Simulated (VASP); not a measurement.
The system is TlBr.

```
Tl Br
1.0
     3.94619    0.00000    0.00000
     0.00000    3.94619    0.00000
     0.00000    0.00000    3.94619
Tl Br
1 1
Direct
  0.00000 0.00000 0.00000
  0.50000 0.50000 0.50000
```

Base run:

```yaml
Program: VASP 6.6.1
Functional: r2SCAN
Potentials_or_basis: VASP PAW PBE potentials, release 64 (Tl_d, Br)
Cutoff: 550 eV
k_mesh: 4 × 4 × 4
Occupations: gaussian, width 0.01 eV
Spin: no spin polarisation
```

Its results: band gap on the k mesh 2.23 eV; pressure 1.1 GPa.

Q: After a change of settings the same cell gave: band gap on the k mesh 1.78 eV; pressure 2.0 GPa. Which change was it?
A. functional from r2SCAN to HSE06; cutoff from 550 eV to 400 eV
B. functional from r2SCAN to PBE0; cutoff from 550 eV to 400 eV
C. functional from r2SCAN to PBE; cutoff from 550 eV to 500 eV

A: C.

Caveats: spin-orbit coupling is left out, which moves the levels of the heavy elements; the PAW data sets were made with another functional, which shifts forces and pressure a little (at least some runs).
